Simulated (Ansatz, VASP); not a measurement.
# Two plane-wave programs on Ta

```xyz
1
Lattice="-1.6513 1.6513 1.6513 1.6513 -1.6513 1.6513 1.6513 1.6513 -1.6513" Properties=species:S:1:pos:R:3 pbc="T T T"
Ta    0.0000    0.0000    0.0000
```

Alike in both runs: task electric field gradients; functional r2SCAN; k mesh 17 × 17 × 17; occupations fermi-dirac, width 0.08 eV; no spin polarisation.

|  | VASP | Ansatz |
| --- | --- | --- |
| version | VASP 6.6.1 | Ansatz 0.2.0 |
| potentials or method | VASP PAW PBE potentials, release 64 (Ta_pv) | PAW with Ansatz's default frozen-core files, scalar-relativistic |
| plane-wave cutoff (eV) | 520 | 500 |
| valence electrons in the cell | 11 | 13 |

VASP gave:

| Item | Value |
| --- | --- |
| pressure (GPa) | 1.2 |

Q: What did Ansatz give for the same quantities?

A: Pressure (GPa): 0.5.

VASP's potentials were made for PBE, not for r2SCAN. The functional is the same, so the differences come from potentials, cutoffs and numerics. VASP's potentials hold 11 valence electrons a cell and Ansatz's 13, so a difference there can come from the potentials and not from the codes.

Spin-orbit coupling is off throughout.
